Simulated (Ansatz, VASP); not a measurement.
## Na2Hf2Cd in VASP and in Ansatz

```
Na Hf Cd
1.0
    -2.54460    2.54460    4.96284
     2.54460   -2.54460    4.96284
     2.54460    2.54460   -4.96284
Na Hf Cd
2 2 1
Direct
  0.75000 0.25000 0.50000
  0.25000 0.75000 0.50000
  0.50000 0.00000 0.50000
  0.00000 0.50000 0.50000
  0.00000 0.00000 0.00000
```

Alike in both runs: task relaxation of cell and atoms; functional PBE; k mesh 5 × 5 × 5; occupations gaussian, width 0.2 eV; no spin polarisation.

|  | VASP | Ansatz |
| --- | --- | --- |
| version | VASP 6.6.1 | Ansatz 0.2.0 |
| potentials or method | VASP PAW PBE potentials, release 64 (Na_pv, Hf_pv, Cd), cutoff 600 eV | scalar-relativistic, plane waves, PAW |
| valence electrons in the cell | 46 | 90 |

|  | VASP | Ansatz | Ansatz less VASP |
| --- | --- | --- | --- |
| gap on the k mesh at the Fermi level, each at its own relaxed structure (eV) | none | none | - |
| relaxed volume (Å³/atom) | 37.21 | 37.52 | +0.312 |
| relaxed cell length with the largest relative difference (Å) | 7.590 | 7.609 | +0.0196 |

A gap of «none» marks a metal or a gap that the smearing closes. VASP's potentials hold 46 valence electrons a cell and Ansatz's 90, so a difference there can come from the potentials and not from the codes.

Neither program's run includes spin-orbit coupling. Noted on VASP's run: the volume moved by over 15 % at a fixed basis, so the end points are rough.
